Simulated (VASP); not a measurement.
# Zn15S16 (a cell with a defect) in VASP: notebook, part 2 of 2

VASP 6.6.1.

## (3) Single point, PBEsol

Input file INCAR:

```
PREC = Accurate ; ENCUT = 520
EDIFF = 1E-6 ; ISMEAR = 0
SIGMA = 0.02 ; LREAL = Auto
LASPH = True ; NELM = 100
ALGO = Normal ; ISIF = 2
LWAVE = False ; LCHARG = True
GGA = PS ; LELF = True
LVHAR = True ; NELECT = 278.0
NBANDS = 159
```

Input file KPOINTS:

```
Automatic mesh
0
Gamma
  2 2 2
  0.5 0.5 0.5
```

Input file POSCAR:

```
Zn15S16
1.0
    5.3560909598      5.3560909598     -5.3560909598
   -5.3560909598     -5.3560909598     -5.3560909598
   -5.3560909598      5.3560909598      5.3560909598
Zn S
15 16
Direct
    0.2596969526      0.0016353344      0.7500000523
    0.7516352934      0.5096969078      0.7499999590
    0.7403030549     -0.0096969040      0.2419383856
   -0.0080616629      0.9903031035     -0.0096969040
    0.2596969526      0.7500000523      0.0016353344
    0.5000000038      0.5096969078      0.0016352411
    0.7403030549      0.2419383856     -0.0096969040
    0.0000000000      0.2500000486      0.7499999590
    0.5000000038      0.0016352411      0.5096969078
    0.7516352934      0.7499999590      0.5096969078
    0.0000000000      0.7499999590      0.2500000486
    0.2483647141      0.4983646693      0.2580616181
    0.4999999104      0.2499999552      0.2499999552
    0.0080616629      0.4983647627      0.4983647627
    0.2483647141      0.2580616181      0.4983646693
    0.2502974670     -0.0004040260     -0.0004040260
    0.5000000038      0.7499999590     -0.0095074002
    0.7495960263      0.5002975155     -0.0004039326
    0.7495960263     -0.0004039326      0.5002975155
   -0.0007014444     -0.0002975118      0.2492985108
    0.2504039812      0.7500000523      0.2507014930
    0.5000000038      0.5004040298      0.2507014930
    0.7497025406      0.2492985108      0.2492985108
   -0.0007014444      0.2492985108     -0.0002975118
    0.5000000038     -0.0095074002      0.7499999590
    0.7404926522      0.7500000523      0.7500000523
    0.0007014444      0.7499999590      0.5004039364
    0.2595073554      0.5095074039      0.5095074039
    0.5000000038      0.2507014930      0.5004040298
    0.0007014444      0.5004039364      0.7499999590
    0.2504039812      0.2507014930      0.7500000523
```

Potentials or basis: VASP PAW PBE potentials, release 64 (Zn, S).

Started as:

```bash
$ cat potpaw_PBE.64/Zn/POTCAR potpaw_PBE.64/S/POTCAR > POTCAR
$ mpirun -np 1 vasp_std > vasp.out
```

OUTCAR:

```text
PREC = Accurate
   ENCUT = 520
   EDIFF = 1E-6
   ISMEAR = 0
   LREAL = Auto
   LASPH = True
   NELM = 100
   ISIF = 2
   GGA = PS
   NELECT = 278.0

 ion  position               nearest neighbor table
   1  0.260  0.002  0.750-  25 2.27  31 2.34  16 2.35  27 2.35
   2  0.752  0.510  0.750-  26 2.27  30 2.34  29 2.35  18 2.35
   3  0.740  0.990  0.242-  17 2.27  19 2.34  23 2.35  20 2.35
   4  0.992  0.990  0.990-  26 2.27  16 2.34  24 2.35  20 2.35
   5  0.260  0.750  0.002-  17 2.27  21 2.34  16 2.35  30 2.35
   6  0.500  0.510  0.002-  17 2.27  22 2.34  31 2.35  18 2.35
[... 8 lines left out ...]
  15  0.248  0.258  0.498-  28 2.27  20 2.34  29 2.35  31 2.35
  16  0.250  1.000  1.000-  13 2.32   4 2.34   5 2.35   1 2.35
  17  0.500  0.750  0.990-   6 2.27   3 2.27   5 2.27
  18  0.750  0.500  1.000-  11 2.32   7 2.34   6 2.35   2 2.35
  19  0.750  1.000  0.500-   8 2.32   3 2.34   9 2.35  10 2.35
  20  0.999  1.000  0.249-  11 2.32  15 2.34   4 2.35   3 2.35
  21  0.250  0.750  0.251-  11 2.32   5 2.34   9 2.35  12 2.35
  22  0.500  0.500  0.251-  13 2.32   6 2.34  10 2.35  12 2.35
  23  0.750  0.249  0.249-  13 2.32  14 2.34   3 2.35   7 2.35
  24  0.999  0.249  1.000-   8 2.32  12 2.34   4 2.35   7 2.35
  25  0.500  0.990  0.750-   9 2.27   7 2.27   1 2.27
[... 393 lines left out ...]
      3     -10.5308      2.00000
      4     -10.5308      2.00000
      5     -10.4719      2.00000
      6     -10.2839      2.00000
[... 143 lines left out ...]
    150       6.8096      0.00000
    151       6.8326      0.00000
 [bands above 151 left out]

------------------------ aborting loop because EDIFF is reached ----------------------------------------

  FORCE on cell =-STRESS in cart. coord.  units (eV):
  Direction    XX          YY          ZZ          XY          YZ          ZX
  --------------------------------------------------------------------------------------
  -------------------------------------------------------------------------------------
  Total       13.6223493     13.6223493     13.6223493     -0.0000000     -0.0000000      0.0000000
  in kB       35.5106622     35.5106622     35.5106622     -0.0000000     -0.0000000      0.0000000
  external PRESSURE =      35.5106622 kB  Pullay stress =       0.0000000 kB

 VOLUME and BASIS-vectors are now :
 -----------------------------------------------------------------------------
  energy-cutoff  :      520.00
  volume of cell :      614.62
      direct lattice vectors                 reciprocal lattice vectors
     5.356090960  5.356090960 -5.356090960     0.000000000  0.093351663 -0.093351663
    -5.356090960 -5.356090960 -5.356090960    -0.093351663  0.000000000 -0.093351663
    -5.356090960  5.356090960  5.356090960    -0.093351663  0.093351663  0.000000000

 POSITION                                       TOTAL-FORCE (eV/Angst)
 -----------------------------------------------------------------------------------
     -2.63487      5.39927      2.61735        -0.002813     -0.002813     -0.008581
     -2.72122      5.31291     -2.73874         0.002813      0.002813     -0.008581
     -2.63487     -0.04318     -7.97344        -0.002813      0.002813      0.008581
     -5.29540      5.31291     -5.31291         0.008581      0.002813     -0.002813
     -2.63487     -2.61735     -5.39927        -0.002813      0.008581      0.002813
     -0.06070     -0.04318     -5.39927        -0.008581      0.002813      0.002813
[... 23 lines left out ...]
     -6.69352      1.34062      1.33310        -0.010985     -0.010985     -0.000604
     -4.01866      4.01547      1.33310         0.010985      0.010985     -0.000604
 -----------------------------------------------------------------------------------
    total drift:                               -0.004396     -0.001682      0.000777

  FREE ENERGIE OF THE ION-ELECTRON SYSTEM (eV)
  ---------------------------------------------------
  free  energy   TOTEN  =      -111.7407334799 eV

  energy  without entropy=     -111.7407334799  energy(sigma->0) =     -111.74073348
```

OSZICAR:

```text
N       E                     dE             d eps       ncg     rms          rms(c)
DAV:   1     0.281580515062E+04    0.28158E+04   -0.12165E+05   636   0.209E+03
DAV:   2     0.448522158685E+03   -0.23673E+04   -0.23030E+04   636   0.537E+02
DAV:   3    -0.695611877286E+02   -0.51808E+03   -0.50082E+03   690   0.205E+02
DAV:   4    -0.117637620023E+03   -0.48076E+02   -0.47712E+02   704   0.635E+01
DAV:   5    -0.119026054012E+03   -0.13884E+01   -0.13815E+01   712   0.111E+01    0.283E+01
DAV:   6    -0.111333117832E+03    0.76929E+01   -0.15994E+01   913   0.503E+01    0.216E+01
DAV:   7    -0.112240052977E+03   -0.90694E+00   -0.27503E+01   729   0.108E+01    0.908E+00
DAV:   8    -0.111735691000E+03    0.50436E+00   -0.33022E+00   800   0.122E+01    0.343E+00
DAV:   9    -0.111738926471E+03   -0.32355E-02   -0.60201E-01   793   0.691E+00    0.871E-01
DAV:  10    -0.111739386402E+03   -0.45993E-03   -0.47361E-02   776   0.265E+00    0.594E-01
DAV:  11    -0.111740120373E+03   -0.73397E-03   -0.89744E-03   784   0.504E-01    0.459E-01
DAV:  12    -0.111740872961E+03   -0.75259E-03   -0.26535E-03   736   0.425E-01    0.180E-01
DAV:  13    -0.111740704224E+03    0.16874E-03   -0.12903E-03   816   0.677E-01    0.486E-02
DAV:  14    -0.111740736645E+03   -0.32421E-04   -0.36965E-04   744   0.637E-02    0.477E-02
DAV:  15    -0.111740733971E+03    0.26744E-05   -0.49375E-05   784   0.987E-02    0.375E-02
DAV:  16    -0.111740736351E+03   -0.23803E-05   -0.48525E-05   896   0.269E-02    0.202E-02
DAV:  17    -0.111740734366E+03    0.19845E-05   -0.82058E-06   760   0.184E-02    0.995E-03
DAV:  18    -0.111740733480E+03    0.88642E-06   -0.34086E-06   520   0.242E-02
   1 F= -.11174073E+03 E0= -.11174073E+03  d E =-.346326E-25
```

stdout:

```text
POSCAR found type information on POSCAR ZnS
 POSCAR found :  2 types and      31 ions
 scaLAPACK will be used
 -----------------------------------------------------------------------------
|                                                                             |
|                                                                             |
|     You enforced a specific xc type in the INCAR file but a different       |
|     I HOPE YOU KNOW WHAT YOU ARE DOING!                                     |
|                                                                             |
 -----------------------------------------------------------------------------

 LDA part: xc-table for (Slater+PW92), standard interpolation
 POSCAR, INCAR and KPOINTS ok, starting setup
 FFT: planning ... GRIDC
 FFT: planning ... GRID_SOFT
 FFT: planning ... GRID
 WAVECAR not read
 entering main loop
 the old and the new charge density differ
 old charge density:   276.00000 new  278.00000
    0.283E+01
```

It took 5.6 min on 1 thread of Intel Xeon Platinum 8488C (Sapphire Rapids), shared host; peak memory 0.73 GiB.

What came out:

```
Free energy   : -111.7407 eV
Largest force : 0.028 eV/Å
```

Forces on the atoms (eV/Å):
```
Zn  -0.003 -0.003 -0.009
Zn   0.003  0.003 -0.009
Zn  -0.003  0.003  0.009
Zn   0.009  0.003 -0.003
Zn  -0.003  0.009  0.003
Zn  -0.009  0.003  0.003
Zn  -0.003 -0.009 -0.003
Zn   0.000  0.000  0.000
Zn  -0.009 -0.003 -0.003
Zn   0.003  0.009 -0.003
Zn   0.000  0.000  0.000
Zn   0.003 -0.003  0.009
Zn   0.000  0.000  0.000
Zn   0.009 -0.003  0.003
Zn   0.003 -0.009  0.003
S    0.001 -0.011  0.011
S    0.016 -0.016 -0.016
S    0.011 -0.001  0.011
S    0.011 -0.011  0.001
S   -0.011 -0.001 -0.011
S    0.011  0.001 -0.011
S   -0.001 -0.011 -0.011
S    0.001  0.011 -0.011
S   -0.011  0.011  0.001
S    0.016  0.016  0.016
S   -0.016 -0.016  0.016
S   -0.011  0.001  0.011
S   -0.016  0.016 -0.016
S   -0.001  0.011  0.011
S   -0.011 -0.011 -0.001
S    0.011  0.011 -0.001
```

Caveat: the cell carries a net charge on a neutralising background, which shifts energy and pressure; the cell is charged against a uniform background, so pressure and absolute levels hang on convention; the PAW data sets were made with another functional, which shifts forces and pressure a little.
